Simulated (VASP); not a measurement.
Crystal: Au.

```
Au
1.0
    -1.68977    1.68977    1.68977
     1.68977   -1.68977    1.68977
     1.68977    1.68977   -1.68977
Au
1
Cartesian
  0.0000 0.0000 0.0000
```

This cell differs from its parent crystal: volume scaled by 1.06.

Base run:

* Program: VASP 6.6.1
* Functional: PBE
* Potentials or basis: VASP PAW PBE potentials, release 64 (Au)
* Cutoff: 520 eV
* k mesh: 11 × 11 × 11
* Occupations: fermi-dirac, width 0.05 eV
* Spin: no spin polarisation

Its results: pressure -7.4 GPa.

Q: After a change of settings the same cell gave: pressure -10.2 GPa. Which change was it?
A. functional from PBE to PBEsol
B. functional from PBE to LDA; potentials or basis from VASP PAW PBE potentials, release 64 (Au) to VASP PAW LDA potentials, release 64 (Au)
C. functional from PBE to PBE0; k mesh from 11 × 11 × 11 to 6 × 6 × 6

A: C.

Caveats: some runs use coarse meshes; the PAW data sets were made with another functional, which shifts forces and pressure a little (some runs).
